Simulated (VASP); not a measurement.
# AlN (Fm-3m) in VASP: relaxation of cell and atoms with LDA

Aim: the relaxation of cell and atoms of AlN with LDA.

Everything below comes from runs of VASP 6.6.1. Logs are shortened: lines on timing, memory, paths and dates and some standing lists are left out, and cuts for length are marked.

### 1 The cell of the first run

Symmetry: Fm-3m, No. 225, cubic system. Conventional cell: a = 4.010 Å, b = 4.010 Å, c = 4.010 Å, α = 90.00°, β = 90.00°, γ = 90.00°. Within 2.7 Å of Al (site symmetry m-3m) lie 6 N at 2.01 Å. Within 2.7 Å of N (site symmetry m-3m) lie 6 Al at 2.01 Å.

### 2 Relaxation of cell and atoms, LDA

INCAR

```
ALGO = Normal
EDIFF = 1E-7
EDIFFG = -0.002
ENCUT = 600
GGA_COMPAT = F
IBRION = 2
ISIF = 3
ISMEAR = 0
LASPH = T
LCHARG = F
LREAL = F
LWAVE = F
NELM = 120
NELMIN = 4
NSW = 100
PREC = Accurate
SIGMA = 0.02
```

KPOINTS

```
k-points
0
Gamma
  10 10 10
```

POSCAR

```
AlN
1.0
    0.0000000000      2.0052123020      2.0052123020
    2.0052123020      0.0000000000      2.0052123020
    2.0052123020      2.0052123020      0.0000000000
Al N
1 1
Direct
    0.5000000000      0.5000000000      0.5000000000
    0.0000000000      0.0000000000      0.0000000000
```

Potentials or basis: VASP PAW LDA potentials, release 64 (Al, N).

Launch:

```bash
$ cat potpaw_LDA.64/Al/POTCAR potpaw_LDA.64/N/POTCAR > POTCAR
$ mpirun -np 1 vasp_std > vasp.out
```

OUTCAR:

```text
EDIFF = 1E-7
   EDIFFG = -0.002
   ENCUT = 600
   IBRION = 2
   ISIF = 3
   ISMEAR = 0
   LASPH = T
   LREAL = F
   NELM = 120
   NELMIN = 4
   NSW = 100
   PREC = Accurate

 ion  position               nearest neighbor table
   1  0.500  0.500  0.500-   2 2.01   2 2.01   2 2.01   2 2.01   2 2.01   2 2.01
   2  0.000  0.000  0.000-   1 2.01   1 2.01   1 2.01   1 2.01   1 2.01   1 2.01

  LATTYP: Found a face centered cubic cell.
 ALAT       =     4.0104246040

  Lattice vectors:

 A1 = (   0.0000000000,   2.0052123020,   2.0052123020)
 A2 = (   2.0052123020,   0.0000000000,   2.0052123020)
 A3 = (   2.0052123020,   2.0052123020,   0.0000000000)

Analysis of symmetry for initial positions (statically):
=====================================================================
 Subroutine PRICEL returns:
 Original cell was already a primitive cell.

 Routine SETGRP: Setting up the symmetry group for a
 face centered cubic supercell.

 Subroutine GETGRP returns: Found 48 space group operations
 (whereof 48 operations were pure point group operations)
 out of a pool of 48 trial point group operations.

The static configuration has the point symmetry O_h .

Analysis of symmetry for dynamics (positions and initial velocities):
=====================================================================
 Subroutine PRICEL returns:
 Original cell was already a primitive cell.

 Routine SETGRP: Setting up the symmetry group for a
 face centered cubic supercell.

 Subroutine GETGRP returns: Found 48 space group operations
 (whereof 48 operations were pure point group operations)
 out of a pool of 48 trial point group operations.

The dynamic configuration has the point symmetry O_h .

 Subroutine INISYM returns: Found 48 space group operations
 (whereof 48 operations are pure point group operations),
 and found     1 'primitive' translations

----------------------------------------------------------------------------------------

                                     Primitive cell

  volume of cell :      16.1254

  direct lattice vectors                    reciprocal lattice vectors
     0.000000000  2.005212302  2.005212302    -0.249350156  0.249350156  0.249350156
     2.005212302  0.000000000  2.005212302     0.249350156 -0.249350156  0.249350156
     2.005212302  2.005212302  0.000000000     0.249350156  0.249350156 -0.249350156

  length of vectors
     2.835798433  2.835798433  2.835798433     0.431887139  0.431887139  0.431887139

  position of ions in fractional coordinates (direct lattice)
     0.500000000  0.500000000  0.500000000
     0.000000000  0.000000000  0.000000000

  ion indices of the primitive-cell ions
   primitive index   ion index
                 1           1
                 2           2

----------------------------------------------------------------------------------------

 KPOINTS: k-points

Automatic generation of k-mesh.
 Grid dimensions read from file:
 generate k-points for:   10   10   10

 Generating k-lattice:

  Cartesian coordinates                     Fractional coordinates (reciprocal lattice)
    -0.024935016  0.024935016  0.024935016     0.100000000  0.000000000  0.000000000
     0.024935016 -0.024935016  0.024935016     0.000000000  0.100000000  0.000000000
     0.024935016  0.024935016 -0.024935016     0.000000000  0.000000000  0.100000000

  Length of vectors
     0.043188714  0.043188714  0.043188714

  Shift w.r.t. Gamma in fractional coordinates (k-lattice)
     0.000000000  0.000000000  0.000000000

 Subroutine IBZKPT returns following result:
 ===========================================

 Found     47 irreducible k-points:

 Following reciprocal coordinates:
            Coordinates               Weight
  0.000000  0.000000  0.000000      1.000000
  0.100000  0.000000  0.000000      8.000000
  0.200000  0.000000  0.000000      8.000000
  0.300000  0.000000  0.000000      8.000000
  0.400000  0.000000  0.000000      8.000000
  0.500000  0.000000  0.000000      4.000000
[... 16 lines left out ...]
  0.300000  0.300000  0.000000      6.000000
  0.400000  0.300000  0.000000     24.000000
 [... further k-points ...]
   k-points           NKPTS =     47   k-points in BZ     NKDIM =     47   number of bands    NBANDS=      8
   number of dos      NEDOS =    301   number of ions     NIONS =      2
   total plane-waves  NPLWV =  13824
   dimension x,y,z NGX =    24 NGY =   24 NGZ =   24
   dimension x,y,z NGXF=    48 NGYF=   48 NGZF=   48
   ions per type =               1   1
   NGX,Y,Z   is equivalent  to a cutoff of  14.07, 14.07, 14.07 a.u.
   NGXF,Y,Z  is equivalent  to a cutoff of  28.14, 28.14, 28.14 a.u.
 SYSTEM =  unknown system
   PREC   = accura    normal or accurate (medium, high low for compatibility)
   ISTART =      0    job   : 0-new  1-cont  2-samecut
   ICHARG =      2    charge: 1-file 2-atom 10-const
   ISPIN  =      1    spin polarized calculation?
   LNONCOLLINEAR =      F non collinear calculations
   LSORBIT =      F    spin-orbit coupling
   LASPH  =      T    aspherical Exc in radial PAW
   ENCUT  =  600.0 eV  44.10 Ry    6.64 a.u.   5.66  5.66  5.66*2*pi/ulx,y,z
   NELM   =    120;   NELMIN=  4; NELMDL= -5     # of ELM steps
   EDIFF  = 0.1E-06   stopping-criterion for ELM
   LREAL  =      F    real-space projection
   EDIFFG = -.2E-02   stopping-criterion for IOM
   NSW    =    100    number of steps for IOM
   IBRION =      2    ionic relax: 0-MD 1-quasi-New 2-CG
   NFREE  =      1    steps in history (QN), initial steepest desc. (CG)
   ISIF   =      3    stress and relaxation
   ISYM   =      2    0-nonsym 1-usesym 2-fastsym
   POTIM  = 0.5000    time-step for ionic-motion
   TEBEG  =    0.0;   TEEND  =   0.0 temperature during run
   PSTRESS=    0.0 pullay stress
   NELECT =       8.0000    total number of electrons
   NUPDOWN=      -1.0000    fix difference up-down
   EMIN   =  10.00;   EMAX   =-10.00  energy-range for DOS
   EFERMI =   0.00;   METHOD = LEGACY
   ISMEAR =     0;   SIGMA  =   0.02  broadening in eV -4-tet -1-fermi 0-gaus
   EFERMI_NEDOS =   21; number of points for ismear=-14 and -15
   IALGO  =     38    algorithm
   IMIX   =      4    mixing-type and parameters
     AMIX     =   0.40;   BMIX     =  1.00
     AMIX_MAG =   1.60;   BMIX_MAG =  1.00
  volume/ion in A,a.u.               =       8.06        54.41
  Fermi-wavevector in a.u.,A,eV,Ry     =   1.295988  2.449063 22.852156  1.679586
  Thomas-Fermi vector in A             =   2.427473
   LORBIT       =      0    0 simple, 1 ext, 2 COOP (PROOUT), +10 PAW based schemes
   GGA     = CA    functional components
   LHFCALC =     F    Hartree Fock is set to
   AEXX    =    0.0000 exact exchange contribution
   IVDW    =     0    specifies the selected vdW correction
   LEPSILON=     F    determine dielectric tensor
   LRPA    =     F    only Hartree local field effects (RPA)
 conjugate gradient relaxation of ions
 non-spin polarized calculation
 Gauss-broadening in eV      SIGMA  =   0.02
  energy-cutoff  :      600.00
  volume of cell :       16.13
 maximum number of plane-waves:       548
   NGX = 11   NGY = 11   NGZ = 11

--------------------------------------- Ionic step        1  -------------------------------------------

 number of electron       8.0000000 magnetization

 Free energy of the ion-electron system (eV)
  ---------------------------------------------------
  ext. energy  EPLUGINS =         0.00000000
  ---------------------------------------------------
  free energy    TOTEN  =       -16.23127762 eV

  energy without entropy =      -16.23127762  energy(sigma->0) =      -16.23127762

------------------------ aborting loop because EDIFF is reached ----------------------------------------

  FORCE on cell =-STRESS in cart. coord.  units (eV):
  Direction    XX          YY          ZZ          XY          YZ          ZX
  --------------------------------------------------------------------------------------
  -------------------------------------------------------------------------------------
  Total        0.0645145      0.0645145      0.0645145      0.0000000      0.0000000     -0.0000000
  in kB        6.4099864      6.4099864      6.4099864      0.0000000      0.0000000     -0.0000000
  external PRESSURE =       6.4099864 kB  Pullay stress =       0.0000000 kB
[... 57 lines left out ...]
  energy  without entropy=      -16.2312755994  energy(sigma->0) =      -16.23127560

--------------------------------------- Ionic step        3  -------------------------------------------

 number of electron       8.0000000 magnetization

 Free energy of the ion-electron system (eV)
  ---------------------------------------------------
  ext. energy  EPLUGINS =         0.00000000
  ---------------------------------------------------
  free energy    TOTEN  =       -16.23135260 eV

  energy without entropy =      -16.23135260  energy(sigma->0) =      -16.23135260

 E-fermi :  10.1354     XC(G=0): -12.6779

 val. band max:       10.0014670204   @ k =   0.0000   0.0000   0.0000
 cond. band min:      14.6766917361   @ k =   0.5000   0.5000   0.0000
 fundamental gap:      4.6752247156
 Fermi energy:        10.1353802607

 k-point     1 :       0.0000    0.0000    0.0000
  band No.  band energies     occupation
      1      -7.6107      2.00000
      2      10.0015      2.00000
      3      10.0015      2.00000
      4      10.0015      2.00000
      5      16.0972      0.00000
      6      22.0929      0.00000
      7      22.0929      0.00000
      8      22.0929      0.00000
[... 243 lines left out ...]
 k-point    24 :       0.4000    0.3000    0.0000
  band No.  band energies     occupation
      1      -4.4694      2.00000
      2       4.0838      2.00000
      3       7.1233      2.00000
      4       7.6568      2.00000
      5      16.1545      0.00000
      6      16.8848      0.00000
      7      22.3558      0.00000
      8      25.6645      0.00000

 [... further k-points ...]

------------------------ aborting loop because EDIFF is reached ----------------------------------------

  FORCE on cell =-STRESS in cart. coord.  units (eV):
  Direction    XX          YY          ZZ          XY          YZ          ZX
  --------------------------------------------------------------------------------------
  -------------------------------------------------------------------------------------
  Total       -0.0001225     -0.0001225     -0.0001225      0.0000000      0.0000000      0.0000000
  in kB       -0.0121441     -0.0121441     -0.0121441      0.0000000      0.0000000      0.0000000
  external PRESSURE =      -0.0121441 kB  Pullay stress =       0.0000000 kB
[... 17 lines left out ...]
  FREE ENERGIE OF THE ION-ELECTRON SYSTEM (eV)
  ---------------------------------------------------
  free  energy   TOTEN  =       -16.2313526008 eV

  energy  without entropy=      -16.2313526008  energy(sigma->0) =      -16.23135260

 reached required accuracy - stopping structural energy minimisation
```

Wall time 9.5 s (1 thread of Intel Xeon 6975P-C (Granite Rapids), shared host); peak memory 0.12 GiB.

Results:

* Free energy: -16.2314 eV
* Relaxed volume: 8.08 Å³/atom
* Relaxed cell: a = 2.838 Å, b = 2.838 Å, c = 2.838 Å, α = 60.00°, β = 60.00°, γ = 60.00°
* Space group after relaxing (to 0.1 Å): Fm-3m (No. 225)
* Energy gained by relaxing: 0.0 meV/atom
* Ionic steps: 3
* Pressure after relaxing: 0.0 GPa
* Band gap on the k mesh: 4.68 eV (least direct gap 6.10 eV)

Final structure:
```cif
data_structure
_symmetry_space_group_name_H-M 'P 1'
_symmetry_Int_Tables_number 1
_cell_length_a 2.8380
_cell_length_b 2.8380
_cell_length_c 2.8380
_cell_angle_alpha 60.000
_cell_angle_beta 60.000
_cell_angle_gamma 60.000
_cell_volume 16.16
loop_
_atom_site_label
_atom_site_type_symbol
_atom_site_fract_x
_atom_site_fract_y
_atom_site_fract_z
_atom_site_occupancy
Al1 Al 0.50000 0.50000 0.50000 1
N1 N 0.00000 0.00000 0.00000 1
```

A k mesh can miss the band edges.
